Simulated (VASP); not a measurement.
# Rh: relaxation of cell and atoms with LDA

Crystal: Rh.

```xyz
1
Lattice="0.0000 1.8979 1.8979 1.8979 0.0000 1.8979 1.8979 1.8979 0.0000" Properties=species:S:1:pos:R:3 pbc="T T T"
Rh    0.0000    0.0000    0.0000
```

| Quantity | Value |
| --- | --- |
| Program | VASP 6.6.1 |
| Task | relaxation of cell and atoms |
| Functional | LDA |
| Potentials or basis | VASP PAW LDA potentials, release 64 (Rh_pv) |
| Cutoff | 600 eV |
| k mesh | 12 × 12 × 12 |
| Occupations | fermi-dirac, width 0.05 eV |
| Spin | no spin polarisation |
| Dipole correction | no |
| Further INCAR settings | ALGO = Normal; EDIFF = 1e-06; IBRION = 2; EDIFFG = -0.01; NSW = 80; ISIF = 3 |

- Relaxed volume: 13.25 Å³/atom
- Relaxed cell: a = 2.656 Å, b = 2.656 Å, c = 2.656 Å, α = 60.00°, β = 60.00°, γ = 60.00°
- Space group after relaxing (to 0.05 Å): Fm-3m (No. 225)
- Energy gained by relaxing: 12.5 meV/atom
- Ionic steps: 4
- Pressure after relaxing: -0.1 GPa

Step by step:
```tsv
step	energy change (eV)	largest force (eV/Å)	pressure (GPa)	volume (Å³)
1	0.0000	0.0000	-9.21	13.67
2	0.0904	0.0000	33.44	12.18
3	-0.0125	0.0000	-0.38	13.26
4	-0.0125	0.0000	-0.06	13.25
```

Final structure:
```
Rh
1.0
     0.00000    1.87813    1.87813
     1.87813    0.00000    1.87813
     1.87813    1.87813    0.00000
Rh
1
Direct
  0.00000 0.00000 0.00000
```

Levels at points of the mesh, in eV from the Fermi level:
```csv
k point,band 4,band 5,band 6,band 7,band 8,band 9,band 10,band 11
"(0.00, 0.00, 0.00)",-8.32,-3.32,-3.32,-3.32,-1.07,-1.07,15.90,20.19
"(0.50, 0.00, 0.00)",-6.51,-3.39,-3.39,0.59,0.59,0.64,8.95,15.43
"(0.50, 0.50, 0.00)",-6.72,-6.35,0.58,1.03,1.03,3.24,12.70,13.41
```

Wall time 79 s on 1 thread of AMD EPYC 7R13, on a shared host, peak memory 0.12 GiB.

LDA usually gives volumes a few per cent too small. Zero-point motion and thermal expansion aren't in these numbers.
